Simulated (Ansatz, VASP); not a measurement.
One calculation of Na, two programs

```xyz
2
Lattice="3.7155 0.0000 0.0000 -1.8577 3.2177 0.0000 0.0000 0.0000 6.0776" Properties=species:S:1:pos:R:3 pbc="T T T"
Na    0.0000    2.1451    1.5194
Na    1.8577    1.0726    4.5582
```

Alike in both runs: task single point; functional PBEsol; k mesh 12 × 12 × 6; occupations fermi-dirac, width 0.08 eV; no spin polarisation.

```csv
,VASP,Ansatz
version,VASP 6.6.1,Ansatz 0.2.0
potentials or method,"VASP PAW PBE potentials, release 64 (Na_pv)","PAW with Ansatz's default frozen-core files, scalar-relativistic"
plane-wave cutoff (eV),520,420
valence electrons in the cell,14,18
```

|  | VASP | Ansatz | Ansatz less VASP |
| --- | --- | --- | --- |
| pressure (GPa) | 0.0 | 0.0 | -0.02 |

VASP's potentials were made for PBE, not for PBEsol. VASP's potentials hold 14 valence electrons a cell and Ansatz's 18, so a difference there can come from the potentials and not from the codes. Ansatz's warnings: optics on partly filled bands.
